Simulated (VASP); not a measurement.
Input of a VASP 6.6.1 run:

INCAR

```
PREC = Accurate
ENCUT = 520
EDIFF = 1E-7
ISMEAR = -1
SIGMA = 0.02
LREAL = F
LASPH = T
NELM = 60
ALGO = Normal
ISIF = 2
LWAVE = F
LCHARG = F
GGA = PE
NBANDS = 16
```

Contents of KPOINTS:

```
Automatic mesh
0
Gamma
  8 8 8
```

Contents of POSCAR:

```
ZnS
1.0
    0.0000000000      2.6940858329      2.6940858329
    2.6940858329      0.0000000000      2.6940858329
    2.6940858329      2.6940858329      0.0000000000
Zn S
1 1
Direct
    0.0000000000      0.0000000000      0.0000000000
    0.2500000000      0.2500000000      0.2500000000
```

Potentials or basis: VASP PAW PBE potentials, release 64 (Zn, S).

Command:

```bash
$ cat potpaw_PBE.64/Zn/POTCAR potpaw_PBE.64/S/POTCAR > POTCAR
$ mpirun -np 1 vasp_std > vasp.out
```

Predict the band gap on the k mesh.

2.15 eV, direct.

Estimate the pressure.

2.5 GPa.

PBE gaps usually lie below the measured ones, often by a third to a half.
